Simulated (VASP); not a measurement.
Runs of VASP 6.6.1 on AgCl. The structure is that of space group Cmcm (No. 63), or close to it. The cells are those of the table. 

```tsv
task	cell	gap on the mesh (eV)	pressure (GPa)	largest force (eV/Å)
electric field gradients	a = 5.743, b = 5.743, c = 3.844 Å, angles 90.0, 90.0, 142.8°, 4 atoms	0.49	5.5	0.06
single point	a = 5.883, b = 5.883, c = 3.937 Å, angles 90.0, 90.0, 142.8°, 4 atoms	0.49	(a)	0.02
single point	a = 5.824, b = 5.824, c = 3.898 Å, angles 90.0, 90.0, 142.8°, 4 atoms	0.49	2.7	0.02
single point	a = 5.743, b = 5.743, c = 3.844 Å, angles 90.0, 90.0, 142.8°, 4 atoms	0.49	5.5	0.06
electric field gradients	a = 5.824, b = 5.824, c = 3.898 Å, angles 90.0, 90.0, 142.8°, 4 atoms	0.49	2.7	0.02
single point	a = 5.940, b = 5.940, c = 3.976 Å, angles 90.0, 90.0, 142.8°, 4 atoms	0.49	-0.4	0.04
```

Alike in all rows: level PBE; potentials or basis VASP PAW PBE potentials, release 64 (Ag, Cl); no spin polarisation; k mesh 9 × 9 × 8; cutoff (eV) 520; smearing fermi-dirac 0.03 eV.

Task: Estimate the missing entries.

Result: (a) 1.0.

Caveats: semilocal functionals underestimate gaps, and a narrow one can read as zero; the cell stands under pressure (at least some runs).

A k mesh can miss the band edges, and the runs leave out spin-orbit coupling on Ag.
